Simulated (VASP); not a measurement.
# BaTiO3 (P4/mmm) in VASP: a series of runs

The runs below take BaTiO3 through electric field gradients, with PBE.

All numbers are computed with VASP 6.6.1; they aren't measurements. Logs are shortened: lines on timing, memory, paths and dates and some standing lists are left out, and cuts for length are marked.

## 1. The cell of the first run

The structure is tetragonal, space group P4/mmm (No. 123). Conventional cell: a = 3.946 Å, b = 3.946 Å, c = 3.964 Å, α = 90.00°, β = 90.00°, γ = 90.00°. Within 3.7 Å of Ba (site symmetry 4/mmm) lie 12 O at 2.79 to 2.80 Å and 8 Ti at 3.42 Å. Ti (site symmetry 4/mmm) has 6 O at 1.97 to 1.98 Å within 2.6 Å. Within 2.6 Å of O (site symmetry 4/mmm) lie 2 Ti at 1.98 Å. Within 2.6 Å of O (site symmetry mmm) lie 2 Ti at 1.97 Å.

## 2. Electric field gradients, PBE (12.34 Å³/atom)

The input, INCAR:

```
PREC = Accurate
ENCUT = 1000
EDIFF = 1E-8
ISMEAR = -1
SIGMA = 0.03
LREAL = False
LASPH = True
NELM = 120
ALGO = Normal
ISIF = 2
LWAVE = False
LCHARG = False
GGA = PE
LEFG = True
NBANDS = 28
GGA_COMPAT = False
```

The input, KPOINTS:

```
regular mesh
0
Gamma
  7 7 7
```

The input, POSCAR:

```
BaTiO3
1.0
    3.9457420220      0.0000000000      0.0000000000
    0.0000000000      3.9457420220      0.0000000000
    0.0000000000      0.0000000000      3.9636960459
Ba Ti O
1 1 3
Direct
    0.0000000000      0.0000000000      0.0000000000
    0.5000000000      0.5000000000      0.5000000000
    0.5000000000      0.5000000000      0.0000000000
    0.5000000000      0.0000000000      0.5000000000
    0.0000000000      0.5000000000      0.5000000000
```

Potentials or basis: VASP PAW PBE potentials, release 64 (Ba_sv, Ti_sv, O_h).

Run with:

```console
cat potpaw_PBE.64/Ba_sv/POTCAR potpaw_PBE.64/Ti_sv/POTCAR potpaw_PBE.64/O_h/POTCAR > POTCAR
mpirun -np 1 vasp_std > vasp.out
```

OUTCAR:

```text
PREC = Accurate
   ENCUT = 1000
   EDIFF = 1E-8
   ISMEAR = -1
   LREAL = False
   LASPH = True
   NELM = 120
   ISIF = 2
   GGA = PE

 ion  position               nearest neighbor table
   1  0.000  0.000  0.000-   3 2.79   3 2.79   3 2.79   3 2.79   5 2.80   4 2.80   5 2.80   5 2.80
                             5 2.80   4 2.80   4 2.80   4 2.80   2 3.42   2 3.42   2 3.42   2 3.42
   2  0.500  0.500  0.500-   4 1.97   5 1.97   4 1.97   5 1.97   3 1.98   3 1.98   1 3.42   1 3.42
                             1 3.42   1 3.42   1 3.42   1 3.42   1 3.42   1 3.42
   3  0.500  0.500  0.000-   2 1.98   2 1.98   1 2.79   1 2.79   1 2.79   1 2.79
   4  0.500  0.000  0.500-   2 1.97   2 1.97   1 2.80   1 2.80   1 2.80   1 2.80
   5  0.000  0.500  0.500-   2 1.97   2 1.97   1 2.80   1 2.80   1 2.80   1 2.80

  LATTYP: Found a simple tetragonal cell.
 ALAT       =     3.9457420220
 C/A-ratio  =     1.0045502275

  Lattice vectors:

 A1 = (   3.9457420220,   0.0000000000,   0.0000000000)
 A2 = (   0.0000000000,   3.9457420220,   0.0000000000)
 A3 = (   0.0000000000,   0.0000000000,   3.9636960459)

Analysis of symmetry for initial positions (statically):
=====================================================================
 Subroutine PRICEL returns:
 Original cell was already a primitive cell.

 Routine SETGRP: Setting up the symmetry group for a
 simple tetragonal supercell.

 Subroutine GETGRP returns: Found 16 space group operations
 (whereof 16 operations were pure point group operations)
 out of a pool of 16 trial point group operations.

The static configuration has the point symmetry D_4h.

Analysis of symmetry for dynamics (positions and initial velocities):
=====================================================================
 Subroutine PRICEL returns:
 Original cell was already a primitive cell.

 Routine SETGRP: Setting up the symmetry group for a
 simple tetragonal supercell.

 Subroutine GETGRP returns: Found 16 space group operations
 (whereof 16 operations were pure point group operations)
 out of a pool of 16 trial point group operations.

The dynamic configuration has the point symmetry D_4h.

 Subroutine INISYM returns: Found 16 space group operations
 (whereof 16 operations are pure point group operations),
 and found     1 'primitive' translations

----------------------------------------------------------------------------------------

                                     Primitive cell

  volume of cell :      61.7103

  direct lattice vectors                    reciprocal lattice vectors
     3.945742022  0.000000000  0.000000000     0.253437755  0.000000000  0.000000000
     0.000000000  3.945742022  0.000000000     0.000000000  0.253437755  0.000000000
     0.000000000  0.000000000  3.963696046     0.000000000  0.000000000  0.252289779

  length of vectors
     3.945742022  3.945742022  3.963696046     0.253437755  0.253437755  0.252289779

  position of ions in fractional coordinates (direct lattice)
     0.000000000  0.000000000  0.000000000
     0.500000000  0.500000000  0.500000000
     0.500000000  0.500000000  0.000000000
     0.500000000  0.000000000  0.500000000
     0.000000000  0.500000000  0.500000000

  ion indices of the primitive-cell ions
   primitive index   ion index
                 1           1
                 2           2
                 3           3
                 4           4
                 5           5

----------------------------------------------------------------------------------------

 KPOINTS: regular mesh

Automatic generation of k-mesh.
 Grid dimensions read from file:
[... 52 lines left out ...]
   ions per type =               1   1   3
   NGX,Y,Z   is equivalent  to a cutoff of  17.70, 17.70, 17.62 a.u.
   NGXF,Y,Z  is equivalent  to a cutoff of  35.39, 35.39, 35.23 a.u.
 SYSTEM =  unknown system
   PREC   = accura    normal or accurate (medium, high low for compatibility)
   ISTART =      0    job   : 0-new  1-cont  2-samecut
   ICHARG =      2    charge: 1-file 2-atom 10-const
   ISPIN  =      1    spin polarized calculation?
   LNONCOLLINEAR =      F non collinear calculations
   LSORBIT =      F    spin-orbit coupling
   LASPH  =      T    aspherical Exc in radial PAW
   ENCUT  = 1000.0 eV  73.50 Ry    8.57 a.u.  10.17 10.17 10.22*2*pi/ulx,y,z
   NELM   =    120;   NELMIN=  2; NELMDL= -5     # of ELM steps
   EDIFF  = 0.1E-07   stopping-criterion for ELM
   LREAL  =      F    real-space projection
   EDIFFG = 0.1E-06   stopping-criterion for IOM
   NSW    =      0    number of steps for IOM
   IBRION =     -1    ionic relax: 0-MD 1-quasi-New 2-CG
   NFREE  =      0    steps in history (QN), initial steepest desc. (CG)
   ISIF   =      2    stress and relaxation
   ISYM   =      2    0-nonsym 1-usesym 2-fastsym
   POTIM  = 0.5000    time-step for ionic-motion
   TEBEG  =    0.0;   TEEND  =   0.0 temperature during run
   PSTRESS=    0.0 pullay stress
   NELECT =      40.0000    total number of electrons
   NUPDOWN=      -1.0000    fix difference up-down
   EMIN   =  10.00;   EMAX   =-10.00  energy-range for DOS
   EFERMI =   0.00;   METHOD = LEGACY
   ISMEAR =    -1;   SIGMA  =   0.03  broadening in eV -4-tet -1-fermi 0-gaus
   EFERMI_NEDOS =   21; number of points for ismear=-14 and -15
   IALGO  =     38    algorithm
   IMIX   =      4    mixing-type and parameters
     AMIX     =   0.40;   BMIX     =  1.00
     AMIX_MAG =   1.60;   BMIX_MAG =  1.00
  volume/ion in A,a.u.               =      12.34        83.29
  Fermi-wavevector in a.u.,A,eV,Ry     =   1.416801  2.677366 27.311324  2.007326
  Thomas-Fermi vector in A             =   2.538098
   LORBIT       =      0    0 simple, 1 ext, 2 COOP (PROOUT), +10 PAW based schemes
   GGA     = PE    functional components
   LHFCALC =     F    Hartree Fock is set to
   AEXX    =    0.0000 exact exchange contribution
   IVDW    =     0    specifies the selected vdW correction
   LEPSILON=     F    determine dielectric tensor
   LRPA    =     F    only Hartree local field effects (RPA)
 non-spin polarized calculation
  energy-cutoff  :     1000.00
  volume of cell :       61.71
 maximum number of plane-waves:      4457
 NGX is ok and might be reduce to    42
   NGX = 21   NGY = 21   NGZ = 21

 number of electron      39.9999992 magnetization

 Free energy of the ion-electron system (eV)
  ---------------------------------------------------
  ext. energy  EPLUGINS =         0.00000000
  ---------------------------------------------------
  free energy    TOTEN  =       -39.87769457 eV

  energy without entropy =      -39.87769457  energy(sigma->0) =      -39.87769457

 E-fermi :   5.2144     XC(G=0): -11.4673

 val. band max:        4.4413506530   @ k =   0.4286   0.4286   0.4286
 cond. band min:       6.3271613316   @ k =   0.0000   0.0000   0.0000
 fundamental gap:      1.8858106786
 Fermi energy:         5.2143766705

 k-point     1 :       0.0000    0.0000    0.0000
  band No.  band energies     occupation
      1     -51.9669      2.00000
      2     -28.2006      2.00000
      3     -28.2006      2.00000
      4     -28.1979      2.00000
      5     -20.2206      2.00000
      6     -12.4707      2.00000
[... 733 lines left out ...]
     27      13.2228      0.00000
     28      13.6555      0.00000

 [... further k-points ...]

------------------------ aborting loop because EDIFF is reached ----------------------------------------

  FORCE on cell =-STRESS in cart. coord.  units (eV):
  Direction    XX          YY          ZZ          XY          YZ          ZX
  --------------------------------------------------------------------------------------
  -------------------------------------------------------------------------------------
  Total        4.5305483      4.5305483      4.0718850      0.0000000     -0.0000000      0.0000000
  in kB      117.6260808    117.6260808    105.7178607      0.0000000     -0.0000000      0.0000000
  external PRESSURE =     113.6566741 kB  Pullay stress =       0.0000000 kB

 VOLUME and BASIS-vectors are now :
 -----------------------------------------------------------------------------
  energy-cutoff  :     1000.00
  volume of cell :       61.71
      direct lattice vectors                 reciprocal lattice vectors
     3.945742022  0.000000000  0.000000000     0.253437755  0.000000000  0.000000000
     0.000000000  3.945742022  0.000000000     0.000000000  0.253437755  0.000000000
     0.000000000  0.000000000  3.963696046     0.000000000  0.000000000  0.252289779

 POSITION                                       TOTAL-FORCE (eV/Angst)
 -----------------------------------------------------------------------------------
      0.00000      0.00000      0.00000         0.000000      0.000000      0.000000
      1.97287      1.97287      1.98185         0.000000      0.000000      0.000000
      1.97287      1.97287      0.00000         0.000000      0.000000      0.000000
      1.97287      0.00000      1.98185         0.000000      0.000000      0.000000
      0.00000      1.97287      1.98185         0.000000      0.000000      0.000000
 -----------------------------------------------------------------------------------
    total drift:                                0.000000     -0.000000     -0.000000

  FREE ENERGIE OF THE ION-ELECTRON SYSTEM (eV)
  ---------------------------------------------------
  free  energy   TOTEN  =       -39.8776945721 eV

  energy  without entropy=      -39.8776945721  energy(sigma->0) =      -39.87769457

 Electric field gradients (V/A^2)
---------------------------------------------------------------------
 ion       V_xx      V_yy      V_zz      V_xy      V_xz      V_yz
---------------------------------------------------------------------
   1      -0.407    -0.407     0.815     0.000    -0.000     0.000
   2      -2.102    -2.102     4.204     0.000     0.000    -0.000
   3     -11.506   -11.506    23.012    -0.000     0.000    -0.000
   4     -11.181    20.838    -9.658     0.000     0.000     0.000
   5      20.838   -11.181    -9.658     0.000    -0.000    -0.000
---------------------------------------------------------------------

 Electric field gradients after diagonalization (V/A^2)
 (convention: |V_zz| > |V_xx| > |V_yy|)
----------------------------------------------------------------------
 ion       V_xx      V_yy      V_zz     asymmetry (V_yy - V_xx)/ V_zz
----------------------------------------------------------------------
   1      -0.407    -0.407     0.815       0.000
   2      -2.102    -2.102     4.204       0.000
   3     -11.506   -11.506    23.012       0.000
   4     -11.181    -9.658    20.838       0.073
   5     -11.181    -9.658    20.838       0.073
----------------------------------------------------------------------

           NMR quadrupolar parameters

 Cq : quadrupolar parameter    Cq=e*Q*V_zz/h
 eta: asymmetry parameters     (V_yy - V_xx)/ V_zz
 Q  : nuclear electric quadrupole moment in mb (millibarn)
----------------------------------------------------------------------
 ion       Cq(MHz)       eta       Q (mb)
----------------------------------------------------------------------
   1       0.002       0.000       1.000
   2       0.010       0.000       1.000
   3       0.056       0.000       1.000
   4       0.050       0.073       1.000
   5       0.050       0.073       1.000
----------------------------------------------------------------------
```

Wall time 7 min (1 thread of AMD EPYC, shared host); peak memory 0.35 GiB.

Results:

* Free energy: -39.8777 eV
* Pressure: 11.4 GPa
* Band gap on the k mesh: 1.89 eV (least direct gap 1.93 eV)
* Largest electric field gradient by atom: Ba +0.8; Ti +4.2; O +23.0, +20.8 (each value once) V/Å²

Stress tensor (GPa, compression positive):
```
11.76  0.00  0.00
 0.00 11.76  0.00
 0.00  0.00 10.57
```

Levels at points of the mesh, in eV from the valence-band top:
```tsv
k point	band 18	band 19	band 20	band 21	band 22	band 23
(0.00, 0.00, 0.00)	-0.05	-0.04	-0.04	1.89	1.89	1.89
```

Electric field gradients, principal values (V/Å²):
```
atom    least   middle  greatest (by size)
1 Ba   -0.407   -0.407               0.815
2 Ti   -2.102   -2.102               4.204
 3 O  -11.506  -11.506              23.012
 4 O   -9.658  -11.181              20.838
 5 O   -9.658  -11.181              20.838
```

Caveat: the cell stands under pressure; without QUAD_EFG the Cq values of the log hold for a quadrupole moment of 1 mb, not for the nuclei; spin-orbit coupling is left out, which moves the levels of the heavy elements. A k mesh can miss the band edges.

## 3. Electric field gradients, PBE (13.37 Å³/atom)

This run uses another cell than the first one, of 13.37 Å³/atom.

The input, INCAR:

```
SYSTEM = BaTiO3
  PREC = Accurate
  ENCUT = 1000
  EDIFF = 1E-8
  ISMEAR = -1
  SIGMA = 0.03
  LREAL = .False.
  LASPH = .True.
  NELM = 120
  ALGO = Normal
  ISIF = 2
  LWAVE = .False.
  LCHARG = .False.
  GGA = PE
  LEFG = .True.
  NBANDS = 28
  GGA_COMPAT = .False.
```

The input, KPOINTS:

```
Automatic mesh
0
Gamma
  7 7 7
  0 0 0
```

POSCAR, as its differences from that of step 2:

```diff
@@ -2,5 +2,5 @@
 1.0
-    3.9457420220      0.0000000000      0.0000000000
-    0.0000000000      3.9457420220      0.0000000000
-    0.0000000000      0.0000000000      3.9636960459
+    4.0524349834      0.0000000000      0.0000000000
+    0.0000000000      4.0524349834      0.0000000000
+    0.0000000000      0.0000000000      4.0708744846
 Ba Ti O
```

Potentials or basis: VASP PAW PBE potentials, release 64 (Ba_sv, Ti_sv, O_h).

Run with:

```console
cat potpaw_PBE.64/Ba_sv/POTCAR potpaw_PBE.64/Ti_sv/POTCAR potpaw_PBE.64/O_h/POTCAR > POTCAR
mpirun -np 1 vasp_std > vasp.out
```

OUTCAR:

```text
SYSTEM = BaTiO3
   PREC = Accurate
   ENCUT = 1000
   EDIFF = 1E-8
   ISMEAR = -1
   LREAL = .False.
   LASPH = .True.
   NELM = 120
   ISIF = 2
   GGA = PE

 ion  position               nearest neighbor table
   1  0.000  0.000  0.000-   3 2.87   3 2.87   3 2.87   3 2.87   5 2.87   4 2.87   5 2.87   5 2.87
                             5 2.87   4 2.87   4 2.87   4 2.87   2 3.51   2 3.51   2 3.51   2 3.51
   2  0.500  0.500  0.500-   4 2.03   5 2.03   4 2.03   5 2.03   3 2.04   3 2.04   1 3.51   1 3.51
                             1 3.51   1 3.51   1 3.51   1 3.51   1 3.51   1 3.51
   3  0.500  0.500  0.000-   2 2.04   2 2.04   1 2.87   1 2.87   1 2.87   1 2.87
   4  0.500  0.000  0.500-   2 2.03   2 2.03   1 2.87   1 2.87   1 2.87   1 2.87
   5  0.000  0.500  0.500-   2 2.03   2 2.03   1 2.87   1 2.87   1 2.87   1 2.87

  LATTYP: Found a simple tetragonal cell.
 ALAT       =     4.0524349834
 C/A-ratio  =     1.0045502275

  Lattice vectors:

 A1 = (   4.0524349834,   0.0000000000,   0.0000000000)
 A2 = (   0.0000000000,   4.0524349834,   0.0000000000)
 A3 = (   0.0000000000,   0.0000000000,   4.0708744846)

Analysis of symmetry for initial positions (statically):
=====================================================================
[... 957 lines left out ...]
 -----------------------------------------------------------------------------------
    total drift:                                0.000000     -0.000000     -0.000000

  FREE ENERGIE OF THE ION-ELECTRON SYSTEM (eV)
  ---------------------------------------------------
  free  energy   TOTEN  =       -39.9999041080 eV

  energy  without entropy=      -39.9999041080  energy(sigma->0) =      -39.99990411

 Electric field gradients (V/A^2)
---------------------------------------------------------------------
 ion       V_xx      V_yy      V_zz      V_xy      V_xz      V_yz
---------------------------------------------------------------------
   1      -0.360    -0.360     0.720     0.000    -0.000    -0.000
   2      -1.846    -1.846     3.692     0.000     0.000    -0.000
   3     -14.945   -14.945    29.890     0.000     0.000     0.000
   4     -14.683    27.855   -13.172    -0.000    -0.000     0.000
   5      27.855   -14.683   -13.172     0.000     0.000     0.000
---------------------------------------------------------------------

 Electric field gradients after diagonalization (V/A^2)
 (convention: |V_zz| > |V_xx| > |V_yy|)
----------------------------------------------------------------------
 ion       V_xx      V_yy      V_zz     asymmetry (V_yy - V_xx)/ V_zz
----------------------------------------------------------------------
   1      -0.360    -0.360     0.720       0.000
   2      -1.846    -1.846     3.692       0.000
   3     -14.945   -14.945    29.890       0.000
   4     -14.683   -13.172    27.855       0.054
   5     -14.683   -13.172    27.855       0.054
----------------------------------------------------------------------

           NMR quadrupolar parameters

 Cq : quadrupolar parameter    Cq=e*Q*V_zz/h
 eta: asymmetry parameters     (V_yy - V_xx)/ V_zz
 Q  : nuclear electric quadrupole moment in mb (millibarn)
----------------------------------------------------------------------
 ion       Cq(MHz)       eta       Q (mb)
----------------------------------------------------------------------
   1       0.002       0.000       1.000
   2       0.009       0.000       1.000
   3       0.072       0.000       1.000
   4       0.067       0.054       1.000
   5       0.067       0.054       1.000
----------------------------------------------------------------------
```

Wall time 6.5 min (1 thread of Intel Xeon Platinum 8259CL at 2.50GHz (Skylake/Cascade Lake), shared host); peak memory 0.39 GiB.

What came out:

* Free energy: -39.9999 eV
* Pressure: -2.9 GPa
* Band gap on the k mesh: 1.72 eV (least direct gap 1.84 eV)
* Largest electric field gradient by atom: Ba +0.7; Ti +3.7; O +29.9, +27.9 (each value once) V/Å²

Electric field gradients, principal values (V/Å²):
| atom | least | middle | greatest (by size) |
| --- | --- | --- | --- |
| 1 Ba | -0.360 | -0.360 | 0.720 |
| 2 Ti | -1.846 | -1.846 | 3.692 |
| 3 O | -14.945 | -14.945 | 29.890 |
| 4 O | -13.172 | -14.683 | 27.855 |
| 5 O | -13.172 | -14.683 | 27.855 |

Caveat: without QUAD_EFG the Cq values of the log hold for a quadrupole moment of 1 mb, not for the nuclei; spin-orbit coupling is left out, which moves the levels of the heavy elements. A k mesh can miss the band edges.
